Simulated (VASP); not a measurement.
Wanted: the native input for a VASP 6.6.1 run.

* Task: single point
* Functional: r2SCAN
* Potentials or basis: VASP PAW PBE potentials, release 64 (Ti_sv, O)
* Cutoff: 520 eV
* k mesh: 6 × 6 × 4
* Occupations: gaussian, width 0.02 eV
* Spin: no spin polarisation
* Dipole correction: no
* Further INCAR settings: ALGO = Normal; EDIFF = 1e-06; NBANDS = 60

Crystal: TiO2.

```xyz
12
Lattice="3.8155 0.0000 0.0000 0.0000 3.8155 0.0000 0.0000 0.0000 9.4513" Properties=species:S:1:pos:R:3 pbc="T T T"
Ti    0.0000    1.9077    7.0885
Ti    1.9077    1.9077    0.0000
Ti    1.9077    0.0000    2.3628
Ti    0.0000    0.0000    4.7256
O     0.0000    1.9077    9.0636
O     1.9077    1.9077    7.4761
O     1.9077    0.0000    0.3876
O     0.0000    0.0000    6.7008
O     1.9077    0.0000    4.3380
O     0.0000    0.0000    2.7504
O     0.0000    1.9077    5.1133
O     1.9077    1.9077    1.9752
```

One way to write it, as run:

POSCAR

```
TiO2
1.0
    3.8154860686      0.0000000000      0.0000000000
    0.0000000000      3.8154860686      0.0000000000
    0.0000000000      0.0000000000      9.4512680673
Ti O
4 8
Direct
    0.0000000000      0.5000000000      0.7500000000
    0.5000000000      0.5000000000      0.0000000000
    0.5000000000      0.0000000000      0.2500000000
    0.0000000000      0.0000000000      0.5000000000
    0.0000000000      0.5000000000      0.9589863273
    0.5000000000      0.5000000000      0.7910136727
    0.5000000000      0.0000000000      0.0410136727
    0.0000000000      0.0000000000      0.7089863273
    0.5000000000      0.0000000000      0.4589863273
    0.0000000000      0.0000000000      0.2910136727
    0.0000000000      0.5000000000      0.5410136727
    0.5000000000      0.5000000000      0.2089863273
```

INCAR.step1

```
SYSTEM = TiO2
PREC = Accurate
ENCUT = 520
ISMEAR = 0
SIGMA = 0.02
LREAL = .FALSE.
LASPH = .TRUE.
NELM = 60
NBANDS = 60
GGA = PE
ALGO = Normal
EDIFF = 1E-4
LWAVE = .TRUE.
LCHARG = .FALSE.
```

INCAR.step2

```
SYSTEM = TiO2
PREC = Accurate
ENCUT = 520
EDIFF = 1E-6
ISMEAR = 0
SIGMA = 0.02
LREAL = .FALSE.
LASPH = .TRUE.
NELM = 60
ALGO = Normal
ISIF = 2
LWAVE = .FALSE.
LCHARG = .FALSE.
METAGGA = R2SCAN
LMIXTAU = .TRUE.
NBANDS = 60
ISTART = 1
```

KPOINTS

```
Automatic mesh
0
G
  6 6 4
  0 0 0
```

Potentials or basis: VASP PAW PBE potentials, release 64 (Ti_sv, O).

Launch:

```sh
$ cat potpaw_PBE.64/Ti_sv/POTCAR potpaw_PBE.64/O/POTCAR > POTCAR
$ cp INCAR.step1 INCAR
$ mpirun -np 1 vasp_std > vasp.out
$ cp INCAR.step2 INCAR
$ mpirun -np 1 vasp_std > vasp.out
```

Results of the run:

| Property | Result |
| --- | --- |
| Pressure | -0.8 GPa |
| Largest force | 0.033 eV/Å |
| Band gap on the k mesh | 2.50 eV |

Caveat: the PAW data sets were made with another functional, which shifts forces and pressure a little.

Wall time 8 min on 1 thread of Intel(R) Xeon(R) 6975P-C (Granite Rapids), on a shared host, peak memory 0.35 GiB.
